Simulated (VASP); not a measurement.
HfC: single point with PBE

Crystal: HfC.

```
Hf C
1.0
     3.32993    0.00000    0.00000
    -1.66497    2.88381    0.00000
     0.00000    0.00000    5.22749
Hf C
2 2
Cartesian
  0.0000 1.9225 1.3069
  1.6650 0.9613 3.9206
  0.0000 0.0000 0.0000
  0.0000 0.0000 2.6137
```

```
Program                : VASP 6.6.1
Task                   : single point
Functional             : PBE
Potentials or basis    : VASP PAW PBE potentials, release 64 (Hf_pv, C)
Cutoff                 : 520 eV
k mesh                 : 12 × 12 × 8
Occupations            : gaussian, width 0.05 eV
Spin                   : non-collinear spin, zero start, spin-orbit coupling
Starting moments       : [[0.0, 0.0, 0.0], [0.0, 0.0, 0.0], [0.0, 0.0, 0.0], [0.0, 0.0, 0.0]] μB
Dipole correction      : no
Further INCAR settings : ALGO = Normal; EDIFF = 1e-06; NBANDS = 42
```

```json
{"Pressure": "-0.7 GPa", "Net moment": "0.00 μB per cell", "Valence electrons inside the program's atomic spheres": "Hf 8.67; C 2.36"}
```

Stress tensor (GPa, compression positive):
```
-0.79  0.00  0.00
 0.00 -0.79  0.00
 0.00  0.00 -0.60
```

Moments on the atoms (μB; x, y, z):
```
Hf  0.00 0.00 0.00
Hf  0.00 0.00 0.00
C   0.00 0.00 0.00
C   0.00 0.00 0.00
```

Run time: 4.1 min on 1 thread of Intel(R) Xeon(R) Platinum 8559C (Emerald Rapids), with other jobs on the host, peak memory 0.49 GiB.
